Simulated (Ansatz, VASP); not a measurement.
Si: VASP beside Ansatz

```
Si
1.0
    -3.40145    3.40145    1.96266
     3.40145   -3.40145    1.96266
     3.40145    3.40145   -1.96266
Si
4
Direct
  0.15437 0.15437 0.35722
  0.79715 0.79715 0.64278
  0.20285 0.84563 0.00000
  0.84563 0.20285 0.00000
```

Change from the starting cell: mode 4 frozen in at -0.094 Å, equal normal strain along x, y and z +0.0167.

Alike in both runs: task single point; functional PBE; k mesh 10 × 10 × 10; occupations gaussian, width 0.05 eV; no spin polarisation.

```csv
,VASP,Ansatz
version,VASP 6.6.1,Ansatz 0.2.0
potentials or method,"VASP PAW PBE potentials, release 64 (Si), cutoff 520 eV","scalar-relativistic, plane waves, PAW"
valence electrons in the cell,16,16
```

|  | VASP | Ansatz | Ansatz less VASP |
| --- | --- | --- | --- |
| gap on the k mesh at the Fermi level (eV) | 0.38 | 0.38 | -0.001 |
| least direct gap on the mesh (eV) | 0.62 | 0.62 | 0.000 |
| pressure (GPa) | -3.9 | -3.9 | +0.04 |
| rms of the force components (eV/Å) | 0.163 | 0.163 | -0.0004 |

Atom by atom the forces differ by 0.001 eV/Å (rms over components).
